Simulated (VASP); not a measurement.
AlN:

```
Al N
1.0
     3.12989    0.00000    0.00000
    -1.56494    2.71056    0.00000
     0.00000    0.00000    5.21760
Al N
2 2
Direct
  0.33333 0.66667 0.00173
  0.66667 0.33333 0.50173
  0.33333 0.66667 0.38327
  0.66667 0.33333 0.88327
```

- Program: VASP 6.6.1
- Task: relaxation of the atoms
- Functional: PBE
- Potentials or basis: VASP PAW PBE potentials, release 64 (Al, N)
- Cutoff: 520 eV
- k mesh: 9 × 9 × 6
- Occupations: gaussian, width 0.05 eV
- Spin: no spin polarisation

At the start: pressure -6.6 GPa; volume 11.07 Å³/atom.

Problem. Where does the relaxation end?

Solution. Over 3 steps the energy falls by 2.1 meV/atom; space group P6_3mc (No. 186, to 0.05 Å).

Step by step:
| step | energy change (eV) | largest force (eV/Å) | pressure (GPa) |
| --- | --- | --- | --- |
| 1 | 0.0000 | 0.2820 | -6.58 |
| 2 | -0.0085 | 0.0241 | -6.85 |
| 3 | -0.0085 | 0.0003 | -6.86 |

Final structure:
```
CELL_PARAMETERS angstrom
3.12989 0.00000 0.00000
-1.56494 2.71056 0.00000
0.00000 0.00000 5.21760
ATOMIC_POSITIONS crystal
Al 0.33333 0.66667 0.00456
Al 0.66667 0.33333 0.50456
N 0.33333 0.66667 0.38044
N 0.66667 0.33333 0.88044
```
